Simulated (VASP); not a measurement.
Set up this calculation in VASP 6.6.1, as the native input.

```yaml
Task: single point
Functional: PBE
Potentials_or_basis: VASP PAW PBE potentials, release 64 (Mg)
Cutoff: 520 eV
k_mesh: 20 × 20 × 20
Occupations: gaussian, width 0.15 eV
Spin: no spin polarisation
Dipole_correction: no
Further_INCAR_settings: ALGO = Fast; EDIFF = 1e-06; NBANDS = 7
```

The structure of Mg lies in POSCAR:

```
Mg
1.0
   -1.8359916300      1.8737782205      1.7207138317
    1.8359916300     -1.7982050396      1.6380942083
    1.8359916300      1.7982050396     -1.6380942083
Mg
1
Direct
    0.0000000000      0.0000000000      0.0000000000
```

This cell differs from its parent crystal: strain +0.0450 x Voigt [0, 0, 0, 1, 0, 0].

These files were run (other wordings do the same):

INCAR

```
PREC = Accurate ; ENCUT = 520
EDIFF = 1E-6 ; ISMEAR = 0
SIGMA = 0.15 ; LREAL = False
LASPH = True ; NELM = 80
ALGO = Fast ; ISIF = 2
LWAVE = False ; LCHARG = False
GGA = PE ; NBANDS = 7
```

KPOINTS

```
regular mesh
0
Gamma
  20 20 20
```

Potentials or basis: VASP PAW PBE potentials, release 64 (Mg).

Command:

```bash
$ cat potpaw_PBE.64/Mg/POTCAR > POTCAR
$ mpirun -np 1 vasp_std > vasp.out
```

It gave:

The pressure is 0.5 GPa. The band gap on the k mesh is zero (bands 1 and 2 overlap by 4.54 eV).

Caveat: the cell differs from its parent crystal (strain +0.0450 x Voigt [0, 0, 0, 1, 0, 0]).

Run time: 5.1 min on 1 thread of Oxide Virtual Turin-like Processor, on a shared host, peak memory 0.41 GiB.
